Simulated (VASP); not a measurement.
SrCl2:

```xyz
3
Lattice="0.0000 3.4884 3.4884 3.4884 0.0000 3.4884 3.4884 3.4884 0.0000" Properties=species:S:1:pos:R:3 pbc="T T T"
Sr    0.0000    0.0000    0.0000
Cl    5.2325    5.2325    5.2325
Cl    1.7442    1.7442    1.7442
```

| Property | Result |
| --- | --- |
| Program | VASP 6.6.1 |
| Task | relaxation of cell and atoms |
| Functional | PBEsol |
| Potentials or basis | VASP PAW PBE potentials, release 64 (Sr_sv, Cl) |
| Cutoff | 600 eV |
| k mesh | 7 × 7 × 7 |
| Occupations | fermi-dirac, width 0.05 eV |
| Spin | no spin polarisation |

At the start: pressure -0.9 GPa; volume 28.30 Å³/atom.

Task: How do energy, volume and symmetry change on relaxing?

Result: Over 3 steps the energy falls by 2.0 meV/atom and the volume is 27.60 Å³/atom (-2.5 %); space group Fm-3m (No. 225, to 0.05 Å).

The path:
| step | energy change (eV) | largest force (eV/Å) | pressure (GPa) | volume (Å³) |
| --- | --- | --- | --- | --- |
| 1 | 0.0000 | 0.0000 | -0.91 | 84.90 |
| 2 | -0.0060 | 0.0000 | -0.07 | 82.95 |
| 3 | -0.0060 | 0.0000 | 0.00 | 82.80 |

Final structure:
```xyz
3
Lattice="0.0000 3.4593 3.4593 3.4593 0.0000 3.4593 3.4593 3.4593 0.0000" Properties=species:S:1:pos:R:3 pbc="T T T"
Sr    0.0000    0.0000    0.0000
Cl    5.1890    5.1890    5.1890
Cl    1.7297    1.7297    1.7297
```

Caveat: the PAW data sets were made with another functional, which shifts forces and pressure a little.
